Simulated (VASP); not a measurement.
A run of VASP 6.6.1 is set up as follows.

File INCAR:

```
PREC = Accurate ; ENCUT = 520
EDIFF = 1E-6 ; ISMEAR = -1
SIGMA = 0.05 ; LREAL = False
LASPH = True ; NELM = 60
ALGO = Normal ; ISIF = 2
LWAVE = False ; LCHARG = True
LELF = True ; LVHAR = True
NBANDS = 18
```

Contents of KPOINTS:

```
regular mesh
0
Gamma
  11 11 5
```

The input POSCAR:

```
Ta
1.0
    2.8809059017      0.0000000000      0.0000000000
   -1.4404529508      2.4949376968      0.0000000000
    0.0000000000      0.0000000000      5.1315999754
Ta
2
Direct
    0.3333333333      0.6666666667      0.2500000000
    0.6666666667      0.3333333333      0.7500000000
```

Potentials or basis: VASP PAW LDA potentials, release 64 (Ta_pv).

Launch:

```bash
$ cat potpaw_LDA.64/Ta_pv/POTCAR > POTCAR
$ mpirun -np 1 vasp_std > vasp.out
```

Q: Estimate the pressure.

A: -7.8 GPa.

Q: Estimate the band gap on the k mesh.

A: Zero (bands 11 and 12 overlap by 1.60 eV).

Stress tensor (GPa, compression positive):
```
-8.69  0.00  0.00
 0.00 -8.69  0.00
 0.00  0.00 -6.05
```

Caveat: the cell stands under tension; spin-orbit coupling is left out, which moves the levels of the heavy elements.
